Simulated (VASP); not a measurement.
**MoS2: single point with LDA**

MoS2, a sheet with vacuum:

```
S Mo
1.0
     3.19160    0.00000    0.00000
    -1.59580    2.76401    0.00000
     0.00000    0.00000   54.64800
S Mo
6 3
Direct
  0.66667 0.33333 0.16843
  0.66667 0.33333 0.22440
  0.33333 0.66667 0.27781
  0.33333 0.66667 0.33382
  0.66667 0.33333 0.38722
  0.66667 0.33333 0.44319
  0.33333 0.66667 0.19639
  0.66667 0.33333 0.30581
  0.33333 0.66667 0.41524
```

```
Program                : VASP 6.6.1
Task                   : single point
Functional             : LDA
Potentials or basis    : VASP PAW LDA potentials, release 64 (S, Mo_sv)
Cutoff                 : 520 eV
k mesh                 : 12 × 12 × 1
Occupations            : gaussian, width 0.02 eV
Spin                   : no spin polarisation
Dipole correction      : yes
Further INCAR settings : ALGO = Normal; EDIFF = 1e-06; NBANDS = 49
```

* Largest force: 0.017 eV/Å
* Band gap on the k mesh: 0.71 eV, indirect (least direct gap 1.55 eV)
* Ionisation potential of the upper face: 5.39 eV

Forces in eV/Å, atoms in the order of the input:
```
S    0.000  0.000 -0.017
S    0.000  0.000  0.016
S    0.000  0.000 -0.016
S    0.000  0.000  0.016
S    0.000  0.000 -0.016
S    0.000  0.000  0.017
Mo   0.000  0.000 -0.001
Mo   0.000  0.000  0.000
Mo   0.000  0.000  0.001
```

Levels at points of the mesh, in eV from the valence-band top:
```csv
k point,band 37,band 38,band 39,band 40,band 41,band 42
"(0.00, 0.00, 0.00)",-0.95,-0.31,0.00,1.90,1.90,1.92
"(0.50, 0.00, 0.00)",-1.54,-1.45,-1.39,1.33,1.36,1.38
```

Run time: 9.3 min on 1 thread of AMD EPYC 7R13 Processor (Zen 3), on a shared host, peak memory 0.59 GiB.
